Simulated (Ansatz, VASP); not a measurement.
NiO2: VASP beside Ansatz

```
Ni O
1.0
     2.76565    0.00000    0.00000
    -1.38283    2.39513    0.00000
     0.00000    0.00000    5.03875
Ni O
1 2
Direct
  0.00000 0.00000 0.50000
  0.66667 0.33333 0.63738
  0.33333 0.66667 0.36262
```

Alike in both runs: task single point; functional PBEsol; k mesh 12 × 12 × 6; occupations gaussian, width 0.05 eV; no spin polarisation.

|  | VASP | Ansatz |
| --- | --- | --- |
| version | VASP 6.6.1 | Ansatz 0.2.0 |
| potentials or method | VASP PAW PBE potentials, release 64 (Ni, O), cutoff 520 eV | scalar-relativistic, plane waves, PAW |
| valence electrons in the cell | 22 | 30 |

Ansatz gave:

```
gap on the k mesh at the Fermi level (eV) : 0.92
least direct gap on the mesh (eV)         : 1.49
rms of the force components (eV/Å)        : 2.759
```

Estimate VASP's values.

gap on the k mesh at the Fermi level (eV): 0.90; least direct gap on the mesh (eV): 1.44; rms of the force components (eV/Å): 2.776.

VASP's potentials were made for PBE, not for PBEsol. Atom by atom the forces differ by 0.017 eV/Å (rms over components). VASP's potentials hold 22 valence electrons a cell and Ansatz's 30, so a difference there can come from the potentials and not from the codes.
